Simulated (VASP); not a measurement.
# SnTe in VASP: notebook, part 2 of 2

VASP 6.6.1.

## Step 4: Electric field gradients, LDA (volume scaled by 1.06)

Input file INCAR:

```
PREC     = Accurate       # precision mode
ENCUT    = 520            # plane-wave cutoff, eV
EDIFF    = 1E-8           # SCF threshold, eV
ISMEAR   = -1             # smearing method
SIGMA    = 0.08           # smearing width, eV
LREAL    = False          # projectors in reciprocal space
LASPH    = True           # aspherical terms in the spheres
NELM     = 60             # most SCF steps
ALGO     = Normal         # electronic algorithm
ISIF     = 2              # what is computed and relaxed
LWAVE    = False          # write WAVECAR
LCHARG   = False          # write CHGCAR
GGA      = CA             # functional
LEFG     = True         
NBANDS   = 17             # bands
```

Input file KPOINTS:

```
Automatic mesh
0
Gamma
  11 11 11
```

Input file POSCAR:

```
SnTe
1.0
    0.0000000000      3.2184078740      3.2184078740
    3.2184078740      0.0000000000      3.2184078740
    3.2184078740      3.2184078740      0.0000000000
Sn Te
1 1
Direct
    0.0000000000      0.0000000000      0.0000000000
    0.5000000000      0.5000000000      0.5000000000
```

Potentials or basis: VASP PAW LDA potentials, release 64 (Sn_d, Te).

Launch:

```sh
cat potpaw_LDA.64/Sn_d/POTCAR potpaw_LDA.64/Te/POTCAR > POTCAR
mpirun -np 1 vasp_std > vasp.out
```

OUTCAR:

```text
PREC = Accurate
   ENCUT = 520
   EDIFF = 1E-8
   ISMEAR = -1
   LREAL = False
   LASPH = True
   NELM = 60
   ISIF = 2
   GGA = CA

 ion  position               nearest neighbor table
   1  0.000  0.000  0.000-   2 3.22   2 3.22   2 3.22   2 3.22   2 3.22   2 3.22
   2  0.500  0.500  0.500-   1 3.22   1 3.22   1 3.22   1 3.22   1 3.22   1 3.22

  LATTYP: Found a face centered cubic cell.
 ALAT       =     6.4368157480

  Lattice vectors:

 A1 = (   0.0000000000,   3.2184078740,   3.2184078740)
 A2 = (   3.2184078740,   0.0000000000,   3.2184078740)
 A3 = (   3.2184078740,   3.2184078740,   0.0000000000)

Analysis of symmetry for initial positions (statically):
=====================================================================
 Subroutine PRICEL returns:
 Original cell was already a primitive cell.

 Routine SETGRP: Setting up the symmetry group for a
 face centered cubic supercell.

 Subroutine GETGRP returns: Found 48 space group operations
 (whereof 48 operations were pure point group operations)
 out of a pool of 48 trial point group operations.

The static configuration has the point symmetry O_h .

Analysis of symmetry for dynamics (positions and initial velocities):
=====================================================================
 Subroutine PRICEL returns:
 Original cell was already a primitive cell.

 Routine SETGRP: Setting up the symmetry group for a
 face centered cubic supercell.

 Subroutine GETGRP returns: Found 48 space group operations
 (whereof 48 operations were pure point group operations)
 out of a pool of 48 trial point group operations.

[... 157 lines left out ...]
      1     -15.8133      2.00000
      2     -15.8133      2.00000
      3     -15.8076      2.00000
      4     -15.8076      2.00000
      5     -15.8076      2.00000
      6      -6.4088      2.00000
[... 457 lines left out ...]
      4     -15.8050      2.00000
      5     -15.8039      2.00000
      6      -5.7925      2.00000
[... 9 lines left out ...]
     16      13.7003      0.00000
     17      13.8564      0.00000

 [... further k-points ...]

------------------------ aborting loop because EDIFF is reached ----------------------------------------

  FORCE on cell =-STRESS in cart. coord.  units (eV):
  Direction    XX          YY          ZZ          XY          YZ          ZX
  --------------------------------------------------------------------------------------
  -------------------------------------------------------------------------------------
  Total       -1.6141058     -1.6141058     -1.6141058     -0.0000000     -0.0000000     -0.0000000
  in kB      -38.7872803    -38.7872803    -38.7872803     -0.0000000     -0.0000000     -0.0000000
  external PRESSURE =     -38.7872803 kB  Pullay stress =       0.0000000 kB

 VOLUME and BASIS-vectors are now :
 -----------------------------------------------------------------------------
  energy-cutoff  :      520.00
  volume of cell :       66.67
      direct lattice vectors                 reciprocal lattice vectors
     0.000000000  3.218407874  3.218407874    -0.155356319  0.155356319  0.155356319
     3.218407874  0.000000000  3.218407874     0.155356319 -0.155356319  0.155356319
     3.218407874  3.218407874  0.000000000     0.155356319  0.155356319 -0.155356319

 POSITION                                       TOTAL-FORCE (eV/Angst)
 -----------------------------------------------------------------------------------
      0.00000      0.00000      0.00000         0.000000      0.000000     -0.000000
      3.21841      3.21841      3.21841        -0.000000      0.000000      0.000000
 -----------------------------------------------------------------------------------
    total drift:                               -0.000000      0.000000      0.000000

  FREE ENERGIE OF THE ION-ELECTRON SYSTEM (eV)
  ---------------------------------------------------
  free  energy   TOTEN  =        -8.7560196108 eV

  energy  without entropy=       -8.7547570269  energy(sigma->0) =       -8.75538832

 Electric field gradients (V/A^2)
---------------------------------------------------------------------
 ion       V_xx      V_yy      V_zz      V_xy      V_xz      V_yz
---------------------------------------------------------------------
   1      -0.000    -0.000    -0.000    -0.001    -0.001    -0.001
   2       0.000    -0.000     0.000    -0.000    -0.000    -0.000
---------------------------------------------------------------------

 Electric field gradients after diagonalization (V/A^2)
 (convention: |V_zz| > |V_xx| > |V_yy|)
----------------------------------------------------------------------
 ion       V_xx      V_yy      V_zz     asymmetry (V_yy - V_xx)/ V_zz
----------------------------------------------------------------------
   1       0.001     0.001    -0.001       0.000
   2       0.000     0.000    -0.000       0.000
----------------------------------------------------------------------

           NMR quadrupolar parameters

 Cq : quadrupolar parameter    Cq=e*Q*V_zz/h
 eta: asymmetry parameters     (V_yy - V_xx)/ V_zz
 Q  : nuclear electric quadrupole moment in mb (millibarn)
----------------------------------------------------------------------
 ion       Cq(MHz)       eta       Q (mb)
----------------------------------------------------------------------
   1      -0.000       0.000       1.000
   2      -0.000       0.000       1.000
----------------------------------------------------------------------
```

OSZICAR:

```text
N       E                     dE             d eps       ncg     rms          rms(c)
DAV:   1     0.123788790821E+03    0.12379E+03   -0.94210E+03  1929   0.132E+03
DAV:   2     0.290418391793E+01   -0.12088E+03   -0.11774E+03  2025   0.319E+02
DAV:   3    -0.848232650659E+01   -0.11387E+02   -0.11302E+02  2369   0.892E+01
DAV:   4    -0.882711979866E+01   -0.34479E+00   -0.34455E+00  2240   0.162E+01
DAV:   5    -0.884049777949E+01   -0.13378E-01   -0.13378E-01  2782   0.306E+00    0.387E+00
DAV:   6    -0.876101042914E+01    0.79487E-01   -0.17969E-01  2592   0.269E+00    0.245E+00
DAV:   7    -0.875678843767E+01    0.42220E-02   -0.47971E-02  2305   0.100E+00    0.857E-01
DAV:   8    -0.875607167267E+01    0.71677E-03   -0.63000E-03  2438   0.612E-01    0.131E-01
DAV:   9    -0.875603898363E+01    0.32689E-04   -0.91358E-04  2788   0.225E-01    0.387E-02
DAV:  10    -0.875602252301E+01    0.16461E-04   -0.65846E-05  2537   0.589E-02    0.294E-02
DAV:  11    -0.875601936533E+01    0.31577E-05   -0.30082E-05  2500   0.342E-02    0.175E-02
DAV:  12    -0.875601961437E+01   -0.24905E-06   -0.24555E-06  2170   0.843E-03    0.133E-02
DAV:  13    -0.875601961076E+01    0.36180E-08   -0.36170E-08  2625   0.131E-03
   1 F= -.87560196E+01 E0= -.87553883E+01  d E =-.126258E-02
```

Run time: 54 s. Hardware: 1 thread of Intel Xeon 6975P-C, shared host; peak memory 0.21 GiB.

What came out:

* Free energy: -8.7560 eV
* Pressure: -3.9 GPa

Levels at points of the mesh, in eV from the Fermi level:
```csv
k point,band 8,band 9,band 10,band 11,band 12,band 13
"(0.00, 0.00, 0.00)",-1.90,-1.90,-1.90,3.20,3.20,3.20
```

Caveat: this odd mesh misses L, where the gap lies, so gap, dielectric constants and Born charges aren't listed; without QUAD_EFG the Cq values of the log hold for a quadrupole moment of 1 mb, not for the nuclei; spin-orbit coupling is left out, which moves the levels of the heavy elements.

## Step 5: Electric field gradients, LDA (zz strain of -1 %)

Input file INCAR:

```
  PREC = Accurate
  ENCUT = 520
  EDIFF = 1E-8
  ISMEAR = -1
  SIGMA = 0.08
  LREAL = F
  LASPH = T
  NELM = 60
  ALGO = Normal
  ISIF = 2
  LWAVE = F
  LCHARG = F
  GGA = CA
  LEFG = T
  NBANDS = 17
```

KPOINTS is that of step 4.

Input file POSCAR:

```
SnTe
1.0
    0.0000000000      3.1565000000      3.1249350000
    3.1565000000      0.0000000000      3.1249350000
    3.1565000000      3.1565000000      0.0000000000
Sn Te
1 1
Direct
    0.0000000000      0.0000000000      0.0000000000
    0.5000000000      0.5000000000      0.5000000000
```

Potentials or basis: VASP PAW LDA potentials, release 64 (Sn_d, Te).

Launch:

```sh
cat potpaw_LDA.64/Sn_d/POTCAR potpaw_LDA.64/Te/POTCAR > POTCAR
mpirun -np 1 vasp_std > vasp.out
```

OUTCAR:

```text
PREC = Accurate
   ENCUT = 520
   EDIFF = 1E-8
   ISMEAR = -1
   LREAL = F
   LASPH = T
   NELM = 60
   ISIF = 2
   GGA = CA

 ion  position               nearest neighbor table
   1  0.000  0.000  0.000-   2 3.12   2 3.12   2 3.16   2 3.16   2 3.16   2 3.16
   2  0.500  0.500  0.500-   1 3.12   1 3.12   1 3.16   1 3.16   1 3.16   1 3.16

  LATTYP: Found a body centered tetragonal cell.
 ALAT       =     4.4639651096
 C/A-ratio  =     1.4000714267

  Lattice vectors:

 A1 = (   0.0000000000,  -3.1565000000,  -3.1249350000)
 A2 = (   0.0000000000,   3.1565000000,  -3.1249350000)
 A3 = (   3.1565000000,   0.0000000000,   3.1249350000)

Analysis of symmetry for initial positions (statically):
=====================================================================
 Subroutine PRICEL returns:
 Original cell was already a primitive cell.

 Routine SETGRP: Setting up the symmetry group for a
 body centered tetragonal supercell.

 Subroutine GETGRP returns: Found 16 space group operations
 (whereof 16 operations were pure point group operations)
 out of a pool of 16 trial point group operations.

The static configuration has the point symmetry D_4h.

Analysis of symmetry for dynamics (positions and initial velocities):
=====================================================================
 Subroutine PRICEL returns:
 Original cell was already a primitive cell.

 Routine SETGRP: Setting up the symmetry group for a
 body centered tetragonal supercell.

 Subroutine GETGRP returns: Found 16 space group operations
 (whereof 16 operations were pure point group operations)
[... 158 lines left out ...]
  band No.  band energies     occupation
      1     -14.9981      2.00000
      2     -14.9952      2.00000
      3     -14.9889      2.00000
      4     -14.9864      2.00000
      5     -14.9864      2.00000
      6      -6.0575      2.00000
[... 457 lines left out ...]
      4     -14.9841      2.00000
      5     -14.9829      2.00000
      6      -5.3682      2.00000
[... 9 lines left out ...]
     16      14.7050      0.00000
     17      14.9501      0.00000

 [... further k-points ...]

------------------------ aborting loop because EDIFF is reached ----------------------------------------

  FORCE on cell =-STRESS in cart. coord.  units (eV):
  Direction    XX          YY          ZZ          XY          YZ          ZX
  --------------------------------------------------------------------------------------
  -------------------------------------------------------------------------------------
  Total       -0.6425929     -0.6425929     -0.1307590      0.0000000      0.0000000      0.0000000
  in kB      -16.5334674    -16.5334674     -3.3643385      0.0000000      0.0000000      0.0000000
  external PRESSURE =     -12.1437577 kB  Pullay stress =       0.0000000 kB

 VOLUME and BASIS-vectors are now :
 -----------------------------------------------------------------------------
  energy-cutoff  :      520.00
  volume of cell :       62.27
      direct lattice vectors                 reciprocal lattice vectors
     0.000000000  3.156500000  3.124935000    -0.158403295  0.158403295  0.160003328
     3.156500000  0.000000000  3.124935000     0.158403295 -0.158403295  0.160003328
     3.156500000  3.156500000  0.000000000     0.158403295  0.158403295 -0.160003328

 POSITION                                       TOTAL-FORCE (eV/Angst)
 -----------------------------------------------------------------------------------
      0.00000      0.00000      0.00000         0.000000      0.000000      0.000000
      3.15650      3.15650      3.12493         0.000000      0.000000      0.000000
 -----------------------------------------------------------------------------------
    total drift:                               -0.000000      0.000000      0.000000

  FREE ENERGIE OF THE ION-ELECTRON SYSTEM (eV)
  ---------------------------------------------------
  free  energy   TOTEN  =        -8.8257483596 eV

  energy  without entropy=       -8.8238739365  energy(sigma->0) =       -8.82481115

 Electric field gradients (V/A^2)
---------------------------------------------------------------------
 ion       V_xx      V_yy      V_zz      V_xy      V_xz      V_yz
---------------------------------------------------------------------
   1       7.713     7.713   -15.426    -0.002    -0.002    -0.002
   2       2.151     2.151    -4.302     0.000     0.000     0.000
---------------------------------------------------------------------

 Electric field gradients after diagonalization (V/A^2)
 (convention: |V_zz| > |V_xx| > |V_yy|)
----------------------------------------------------------------------
 ion       V_xx      V_yy      V_zz     asymmetry (V_yy - V_xx)/ V_zz
----------------------------------------------------------------------
   1       7.715     7.711   -15.426       0.000
   2       2.151     2.151    -4.302       0.000
----------------------------------------------------------------------

           NMR quadrupolar parameters

 Cq : quadrupolar parameter    Cq=e*Q*V_zz/h
 eta: asymmetry parameters     (V_yy - V_xx)/ V_zz
 Q  : nuclear electric quadrupole moment in mb (millibarn)
----------------------------------------------------------------------
 ion       Cq(MHz)       eta       Q (mb)
----------------------------------------------------------------------
   1      -0.037       0.000       1.000
   2      -0.010       0.000       1.000
----------------------------------------------------------------------
```

stdout:

```text
POSCAR found type information on POSCAR SnTe
 POSCAR found :  2 types and       2 ions
 scaLAPACK will be used
 LDA part: xc-table for (Slater(with rela. corr.)+CA(PZ))
 , standard interpolation
 POSCAR, INCAR and KPOINTS ok, starting setup
 FFT: planning ... GRIDC
 FFT: planning ... GRID_SOFT
 FFT: planning ... GRID
 WAVECAR not read
 entering main loop
ion   1

ion   2
```

It took 2.5 min on 1 thread of Intel Xeon 6975P-C, shared host; peak memory 0.27 GiB.

Results:

| Item | Value |
| --- | --- |
| Free energy | -8.8257 eV |
| Pressure | -1.2 GPa |
| Band gap on the k mesh | 0.42 eV, direct |

Electric field gradients, principal values (V/Å²):
```csv
atom,least,middle,greatest (by size)
1 Sn,7.711,7.715,-15.426
2 Te,2.151,2.151,-4.302
```

Caveat: the cell differs from its parent crystal (zz strain of -1 %); without QUAD_EFG the Cq values of the log hold for a quadrupole moment of 1 mb, not for the nuclei; spin-orbit coupling is left out, which moves the levels of the heavy elements.

## Step 6: Electric field gradients, LDA (zz strain of -1 %)

Input file INCAR:

```
SYSTEM = SnTe
  PREC = Accurate
  ENCUT = 520
  EDIFF = 1E-8
  ISMEAR = -1
  SIGMA = 0.08
  LREAL = .FALSE.
  LASPH = .TRUE.
  NELM = 100
  ALGO = Normal
  ISIF = 2
  LWAVE = .FALSE.
  LCHARG = .FALSE.
  LEFG = .TRUE.
  NBANDS = 17
```

Input file KPOINTS:

```
Automatic mesh
0
G
  11 11 11
  0 0 0
```

POSCAR is that of step 5.

Potentials or basis: VASP PAW LDA potentials, release 64 (Sn_d, Te).

Launch:

```sh
cat potpaw_LDA.64/Sn_d/POTCAR potpaw_LDA.64/Te/POTCAR > POTCAR
mpirun -np 1 vasp_std > vasp.out
```

OUTCAR:

```text
SYSTEM = SnTe
   PREC = Accurate
   ENCUT = 520
   EDIFF = 1E-8
   ISMEAR = -1
   LREAL = .FALSE.
   LASPH = .TRUE.
   NELM = 100
   ISIF = 2

 ion  position               nearest neighbor table
   1  0.000  0.000  0.000-   2 3.12   2 3.12   2 3.16   2 3.16   2 3.16   2 3.16
   2  0.500  0.500  0.500-   1 3.12   1 3.12   1 3.16   1 3.16   1 3.16   1 3.16

  LATTYP: Found a body centered tetragonal cell.
 ALAT       =     4.4639651096
 C/A-ratio  =     1.4000714267

  Lattice vectors:

 A1 = (   0.0000000000,  -3.1565000000,  -3.1249350000)
 A2 = (   0.0000000000,   3.1565000000,  -3.1249350000)
 A3 = (   3.1565000000,   0.0000000000,   3.1249350000)
[... 692 lines left out ...]
  free  energy   TOTEN  =        -8.8257483596 eV

  energy  without entropy=       -8.8238739365  energy(sigma->0) =       -8.82481115

 Electric field gradients (V/A^2)
---------------------------------------------------------------------
 ion       V_xx      V_yy      V_zz      V_xy      V_xz      V_yz
---------------------------------------------------------------------
   1       7.713     7.713   -15.426    -0.002    -0.002    -0.002
   2       2.151     2.151    -4.302     0.000     0.000     0.000
---------------------------------------------------------------------

 Electric field gradients after diagonalization (V/A^2)
 (convention: |V_zz| > |V_xx| > |V_yy|)
----------------------------------------------------------------------
 ion       V_xx      V_yy      V_zz     asymmetry (V_yy - V_xx)/ V_zz
----------------------------------------------------------------------
   1       7.715     7.711   -15.426       0.000
   2       2.151     2.151    -4.302       0.000
----------------------------------------------------------------------

           NMR quadrupolar parameters

 Cq : quadrupolar parameter    Cq=e*Q*V_zz/h
 eta: asymmetry parameters     (V_yy - V_xx)/ V_zz
 Q  : nuclear electric quadrupole moment in mb (millibarn)
----------------------------------------------------------------------
 ion       Cq(MHz)       eta       Q (mb)
----------------------------------------------------------------------
   1      -0.037       0.000       1.000
   2      -0.010       0.000       1.000
----------------------------------------------------------------------
```

stdout:

```text
POSCAR found type information on POSCAR SnTe
 POSCAR found :  2 types and       2 ions
 scaLAPACK will be used
 LDA part: xc-table for (Slater(with rela. corr.)+CA(PZ))
 , standard interpolation
 POSCAR, INCAR and KPOINTS ok, starting setup
 FFT: planning ... GRIDC
 FFT: planning ... GRID_SOFT
 FFT: planning ... GRID
 WAVECAR not read
 entering main loop
ion   1

ion   2
```

Run time: 2.5 min. Hardware: 1 thread of Intel Xeon 6975P-C, shared host; peak memory 0.27 GiB.

Results:

```yaml
Free_energy: -8.8257 eV
Pressure: -1.2 GPa
Band_gap_on_the_k_mesh: 0.42 eV, direct
```

Electric field gradients, principal values (V/Å²):
| atom | least | middle | greatest (by size) |
| --- | --- | --- | --- |
| 1 Sn | 7.711 | 7.715 | -15.426 |
| 2 Te | 2.151 | 2.151 | -4.302 |

Caveat: the cell differs from its parent crystal (zz strain of -1 %); without QUAD_EFG the Cq values of the log hold for a quadrupole moment of 1 mb, not for the nuclei; spin-orbit coupling is left out, which moves the levels of the heavy elements. A k mesh can miss the band edges.

## Step 7: Summary

```csv
cell,pressure (GPa)
"a = 4.494 Å, angles 60.0°, 2 atoms",-2.5
"a = 4.552 Å, angles 60.0°, 2 atoms",-3.9
"a = 4.442, b = 4.442, c = 4.464 Å, angles 59.8, 59.8, 60.3°, 2 atoms",-1.2
```

Alike in all rows: task electric field gradients; level LDA; potentials or basis VASP PAW LDA potentials, release 64 (Sn_d, Te); no spin polarisation; k mesh 11 × 11 × 11; cutoff (eV) 520; smearing fermi-dirac 0.08 eV.

Caveats: spin-orbit coupling is left out, which moves the levels of the heavy elements.

Total energies depend on the potentials used, so only differences within one code and one set of settings carry meaning.
